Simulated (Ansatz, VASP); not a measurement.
# One calculation of Na3SF, two programs

```xyz
5
Lattice="4.6107 0.0000 0.0000 0.0000 4.6107 0.0000 0.0000 0.0000 4.6107" Properties=species:S:1:pos:R:3 pbc="T T T"
Na    2.3054    0.0000    0.0000
Na    0.0000    2.3054    0.0000
Na    0.0000    0.0000    2.3054
S     2.3054    2.3054    2.3054
F     0.0000    0.0000    0.0000
```

Alike in both runs: task relaxation of cell and atoms; functional PBE; k mesh 6 × 6 × 6; occupations gaussian, width 0.02 eV; no spin polarisation.

```csv
,VASP,Ansatz
version,VASP 6.6.1,Ansatz 0.2.0
potentials or method,"VASP PAW PBE potentials, release 64 (Na_pv, S, F), cutoff 600 eV","scalar-relativistic, plane waves, PAW"
valence electrons in the cell,34,40
```

|  | VASP | Ansatz | Ansatz less VASP |
| --- | --- | --- | --- |
| gap on the k mesh at the Fermi level, each at its own relaxed structure (eV) | 2.36 | 2.35 | -0.007 |
| relaxed volume (Å³/atom) | 17.63 | 17.66 | +0.032 |
| relaxed length of the cell vector where the two differ most in proportion (Å) | 4.450 | 4.453 | +0.0027 |

VASP's potentials hold 34 valence electrons a cell and Ansatz's 40, so a difference there can come from the potentials and not from the codes.
